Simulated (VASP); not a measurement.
Input of a VASP 6.6.1 run:

File INCAR:

```
SYSTEM = Pt
  ALGO = Normal
  EDIFF = 1E-7
  EDIFFG = -0.02
  ENCUT = 500
  GGA = PS
  GGA_COMPAT = .False.
  IBRION = 2
  ISIF = 3
  ISMEAR = -1
  LASPH = .True.
  LCHARG = .False.
  LREAL = .False.
  LWAVE = .False.
  NELM = 120
  NELMIN = 4
  NSW = 80
  PREC = Accurate
  PSTRESS = 200.0
  SIGMA = 0.1
```

KPOINTS

```
k-points
0
Gamma
  10 10 10
  0 0 0
```

Contents of POSCAR:

```
Pt
1.0
    0.0000000000      1.9600000000      1.9600000000
    1.9600000000      0.0000000000      1.9600000000
    1.9600000000      1.9600000000      0.0000000000
Pt
1
Direct
    0.0000000000      0.0000000000      0.0000000000
```

Potentials or basis: VASP PAW PBE potentials, release 64 (Pt).

Run with:

```bash
$ cat potpaw_PBE.64/Pt/POTCAR > POTCAR
$ mpirun -np 1 vasp_std > vasp.out
```

(1) Predict the band gap on the k mesh.

(2) Predict the relaxed cell.

(3) Estimate the relaxed volume.

(4) Predict the space group after relaxing (to 0.1 Å).

Results:

(1) zero (bands 5 and 6 overlap by 2.46 eV).

(2) a = 2.717 Å, b = 2.717 Å, c = 2.717 Å, α = 60.00°, β = 60.00°, γ = 60.00°.

(3) 14.18 Å³/atom.

(4) Fm-3m (No. 225).

Caveat: the cell is relaxed towards a set pressure, so the run minimises the enthalpy, not the energy; the PAW data sets were made with another functional, which shifts forces and pressure a little; spin-orbit coupling is left out, which moves the levels of the heavy elements.
